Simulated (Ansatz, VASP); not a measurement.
## NiO in VASP and in Ansatz

```xyz
2
Lattice="0.0000 2.1134 2.1134 2.1134 0.0000 2.1134 2.1134 2.1134 0.0000" Properties=species:S:1:pos:R:3 pbc="T T T"
Ni    0.0000    0.0000    0.0000
O     2.1134    2.1134    2.1134
```

Alike in both runs: task single point; functional PBE exchange alone; k mesh 11 × 11 × 11; occupations fermi-dirac, width 0.05 eV; collinear spin.

|  | VASP | Ansatz |
| --- | --- | --- |
| version | VASP 6.6.1 | Ansatz 0.2.0 |
| potentials or method | VASP PAW PBE potentials, release 64 (Ni, O) | Ansatz PAW |
| plane-wave cutoff (eV) | 520 | 420 |
| valence electrons in the cell | 16 | 24 |

|  | VASP | Ansatz | Ansatz less VASP |
| --- | --- | --- | --- |
| gap on the k mesh at the Fermi level (eV) | none | none | - |
| pressure (GPa) | 23.5 | 24.1 | +0.67 |
| net moment per atom (μB) | 0.97 | 0.97 | +0.006 |
| size of the moment on the site where the two differ most (μB) | 0.31 | 0.33 | +0.019 |

VASP's potentials were made for PBE, not for PBE exchange alone. Site moments also hang on the region over which each program counts them. A gap of «none» marks a metal or a gap that the smearing closes. VASP's potentials hold 16 valence electrons a cell and Ansatz's 24, so a difference there can come from the potentials and not from the codes.
